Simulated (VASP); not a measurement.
Write the native input for VASP 6.6.1 that does the following.

```yaml
Task: single point
Functional: PBE
Potentials_or_basis: VASP PAW PBE potentials, release 64 (Ga_d, Sb, As)
Cutoff: 520 eV
k_mesh: 10 × 10 × 6
Occupations: fermi-dirac, width 0.15 eV
Spin: no spin polarisation
Dipole_correction: no
Further_INCAR_settings: ALGO = Normal; EDIFF = 1e-06; NBANDS = 22
```

The structure of GaSbAs2 lies in POSCAR:

```
GaSbAs2
1.0
    4.1422422029      0.0000000000      0.0000000000
    0.0000000000      4.1422422029      0.0000000000
    0.0000000000      0.0000000000      6.6140977391
Ga Sb As
1 1 2
Direct
    0.5000000000      0.5000000000      0.0000000000
    0.0000000000      0.0000000000      0.5000000000
    0.5000000000      0.0000000000      0.7865895991
    0.0000000000      0.5000000000      0.2134104009
```

This cell differs from its parent crystal: volume scaled by 0.98, then relaxed in part.

One way to write it, as run:

INCAR

```
PREC = Accurate
ENCUT = 520
EDIFF = 1E-6
ISMEAR = -1
SIGMA = 0.15
LREAL = False
LASPH = True
NELM = 100
ALGO = Normal
ISIF = 2
LWAVE = False
LCHARG = False
GGA = PE
NBANDS = 22
```

KPOINTS

```
regular mesh
0
Gamma
  10 10 6
```

Potentials or basis: VASP PAW PBE potentials, release 64 (Ga_d, Sb, As).

The run is started by

```bash
$ cat potpaw_PBE.64/Ga_d/POTCAR potpaw_PBE.64/Sb/POTCAR potpaw_PBE.64/As/POTCAR > POTCAR
$ mpirun -np 1 vasp_std > vasp.out
```

Results of the run:

The pressure is 0.9 GPa and the largest force is 0.008 eV/Å. The band gap on the k mesh is zero (band 14 reaches 4.65 eV, above the bottom of band 15 at 3.27 eV).

Caveat: spin-orbit coupling is left out, which moves the levels of the heavy elements.

Run time: 2.8 min on 1 thread of Intel(R) Xeon(R) Platinum 8488C (Sapphire Rapids), on a shared host, peak memory 0.37 GiB.
